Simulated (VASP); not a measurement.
Wanted: the native input for a VASP 6.6.1 run.

- Task: single point
- Functional: r2SCAN
- Dispersion: rVV10
- Potentials or basis: VASP PAW PBE potentials, release 64 (In_d, Se)
- Cutoff: 550 eV
- k mesh: 6 × 6 × 2
- Occupations: gaussian, width 0.1 eV
- Spin: no spin polarisation
- Dipole correction: no
- Further INCAR settings: ALGO = Normal; EDIFF = 1e-06; NBANDS = 30

In2Se3:

```
CELL_PARAMETERS angstrom
3.97554 0.00000 0.00000
-1.98777 3.44292 0.00000
0.00000 0.00000 9.86413
ATOMIC_POSITIONS crystal
In 0.33333 0.66667 0.81037
In 0.66667 0.33333 0.18963
Se 0.00000 0.00000 0.00000
Se 0.33333 0.66667 0.32365
Se 0.66667 0.33333 0.67635
```

The input as run:

POSCAR

```
In2Se3
1.0
    3.9755386000      0.0000000000      0.0000000000
   -1.9877693000      3.4429174200      0.0000000000
    0.0000000000      0.0000000000      9.8641327600
In Se
2 3
Direct
    0.3333333300      0.6666666700      0.8103707000
    0.6666666700      0.3333333300      0.1896293000
    0.0000000000      0.0000000000      0.0000000000
    0.3333333300      0.6666666700      0.3236547200
    0.6666666700      0.3333333300      0.6763452800
```

INCAR.step1

```
SYSTEM = In2Se3
PREC = Accurate
ENCUT = 550
ISMEAR = 0
SIGMA = 0.1
LREAL = .FALSE.
LASPH = .TRUE.
NELM = 120
NBANDS = 30
GGA = PE
ALGO = Normal
EDIFF = 1E-5
LWAVE = .TRUE.
LCHARG = .FALSE.
GGA_COMPAT = .FALSE.
```

INCAR.step2

```
SYSTEM = In2Se3
PREC = Accurate
ENCUT = 550
EDIFF = 1E-6
ISMEAR = 0
SIGMA = 0.1
LREAL = .FALSE.
LASPH = .TRUE.
NELM = 120
ALGO = Normal
ISIF = 2
LWAVE = .FALSE.
LCHARG = .FALSE.
METAGGA = R2SCAN
LMIXTAU = .TRUE.
LUSE_VDW = .TRUE.
IVDW_NL = 2
BPARAM = 11.95
CPARAM = 0.0093
NBANDS = 30
ISTART = 1
GGA_COMPAT = .FALSE.
```

KPOINTS

```
Automatic mesh
0
G
  6 6 2
  0 0 0
```

Potentials or basis: VASP PAW PBE potentials, release 64 (In_d, Se).

The run is started by

```console
$ cat potpaw_PBE.64/In_d/POTCAR potpaw_PBE.64/Se/POTCAR > POTCAR
$ cp INCAR.step1 INCAR
$ mpirun -np 1 vasp_std > vasp.out
$ cp INCAR.step2 INCAR
$ mpirun -np 1 vasp_std > vasp.out
```

It gave:

- Pressure: -0.7 GPa
- Largest force: 0.043 eV/Å
- Band gap on the k mesh: 0.47 eV (least direct gap 0.86 eV)

Caveat: semilocal functionals underestimate gaps, and a narrow one can read as zero; the PAW data sets were made with another functional, which shifts forces and pressure a little; spin-orbit coupling is left out, which moves the levels of the heavy elements.

Run time: 11 min on 1 thread of Oxide Virtual Turin-like Processor, on a shared host, peak memory 0.54 GiB.
